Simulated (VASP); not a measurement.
Ti8Al23 (a cell with a defect) (vacancy hop of Al): single point with PBE

Ti8Al23 (a cell with a defect) (vacancy hop of Al):

```
CELL_PARAMETERS angstrom
7.68950 0.00000 0.00000
0.00000 7.68950 0.00000
0.00000 0.00000 8.62372
ATOMIC_POSITIONS crystal
Ti 0.00038 0.00435 0.99964
Ti 0.23714 0.24971 0.50560
Ti 0.00032 0.49518 0.99963
Ti 0.25496 0.74975 0.50108
Ti 0.50033 0.98661 0.99511
Ti 0.76356 0.24973 0.50563
Ti 0.50034 0.51291 0.99510
Ti 0.74572 0.74973 0.50108
Al 0.00034 0.99301 0.49804
Al 0.26072 0.24978 0.00817
Al 0.00034 0.24977 0.25042
Al 0.25026 0.99959 0.75033
Al 0.00037 0.24977 0.75402
Al 0.25813 0.00757 0.25038
Al 0.00036 0.50648 0.49797
Al 0.24366 0.74974 0.00270
Al 0.00039 0.74982 0.25035
Al 0.25018 0.49989 0.75032
Al 0.00033 0.74976 0.75038
Al 0.25822 0.49189 0.25035
Al 0.50034 0.01014 0.49252
Al 0.73997 0.24975 0.00819
Al 0.75047 0.99962 0.75037
Al 0.50033 0.24976 0.75033
Al 0.74253 0.00756 0.25036
Al 0.50033 0.48932 0.49249
Al 0.75704 0.74977 0.00268
Al 0.50035 0.74977 0.25029
Al 0.75048 0.49986 0.75029
Al 0.50036 0.74974 0.74671
Al 0.74259 0.49200 0.25037
```

```json
{
 "Program": "VASP 6.6.1",
 "Task": "single point",
 "Functional": "PBE",
 "Potentials or basis": "VASP PAW PBE potentials, release 64 (Ti_sv, Al)",
 "Cutoff": "520 eV",
 "k mesh": "1 × 1 × 1",
 "Occupations": "methfessel-paxton, width 0.1 eV",
 "Spin": "no spin polarisation"
}
```

| Property | Result |
| --- | --- |
| Pressure | -1.2 GPa |
| Largest force | 0.023 eV/Å |

Forces in eV/Å, atoms in the order of the input:
```
Ti  -0.005 -0.001  0.001
Ti   0.005 -0.001 -0.020
Ti   0.004  0.006  0.000
Ti   0.002  0.002  0.000
Ti   0.001  0.003  0.021
Ti  -0.007 -0.004 -0.018
Ti  -0.001 -0.002  0.023
Ti   0.005 -0.002 -0.001
Al  -0.001  0.001  0.001
Al  -0.004 -0.001  0.001
Al  -0.001 -0.002 -0.009
Al  -0.002  0.001 -0.001
Al  -0.001 -0.002  0.005
Al  -0.002 -0.003 -0.002
Al  -0.001 -0.001  0.004
Al   0.000  0.001 -0.002
Al  -0.001 -0.002 -0.001
Al   0.002  0.000 -0.001
Al   0.000  0.000 -0.003
Al  -0.004  0.005  0.001
Al   0.000 -0.002  0.002
Al   0.003  0.000  0.000
Al   0.001  0.000 -0.002
Al   0.000  0.000  0.000
Al   0.003 -0.001 -0.001
Al   0.001  0.004  0.004
Al  -0.002  0.001 -0.003
Al  -0.001 -0.001  0.006
Al   0.000  0.000  0.001
Al   0.001 -0.001 -0.005
Al   0.002  0.002 -0.002
```

Stress tensor (GPa, compression positive):
```
-4.18  0.00  0.00
 0.00 -4.19  0.00
 0.00  0.00  4.82
```

Levels at points of the mesh, in eV from the Fermi level:
```
           k point  band 79  band 80  band 81  band 82  band 83  band 84  band 85  band 86
(0.00, 0.00, 0.00)    -0.66    -0.66    -0.44    -0.21     0.00     0.22     0.30     0.30
```

Run time: 67 s on 1 thread of AMD EPYC 9R45 96-Core Processor (Zen 5) (shared host), peak memory 0.43 GiB.

Caveat: the k points lie up to 0.82 Å⁻¹ apart.
